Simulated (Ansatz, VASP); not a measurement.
Sb: VASP beside Ansatz

```
CELL_PARAMETERS angstrom
2.14448 1.23812 3.64700
-2.14448 1.23812 3.64700
0.00000 -2.47624 3.64700
ATOMIC_POSITIONS crystal
Sb 0.23683 0.23683 0.23683
Sb 0.76317 0.76317 0.76317
```

Alike in both runs: functional LDA; k mesh 12 × 12 × 12; occupations fermi-dirac, width 0.15 eV; no spin polarisation.

Ansatz relaxed the structure, and its values are those at the end. VASP's run is a single point on that final structure, the one shown.

```csv
,VASP,Ansatz
version,VASP 6.6.1,Ansatz 0.2.0
potentials or method,"VASP PAW LDA potentials, release 64 (Sb), cutoff 520 eV","scalar-relativistic, plane waves, PAW"
valence electrons in the cell,10,30
```

Ansatz gave:

```
gap on the k mesh at the Fermi level (eV) : none
pressure (GPa)                            : 0.0
rms of the force components (eV/Å)        : 0.000
```

Question: Estimate VASP's values.

Answer: gap on the k mesh at the Fermi level (eV): none; pressure (GPa): 0.3; rms of the force components (eV/Å): 0.035.

LDA's correlation is that of Perdew and Zunger in VASP and of Perdew and Wang (1992) in Ansatz. A gap of «none» marks a metal or a gap that the smearing closes. VASP's potentials hold 10 valence electrons a cell and Ansatz's 30, so a difference there can come from the potentials and not from the codes.

Neither program's run includes spin-orbit coupling.
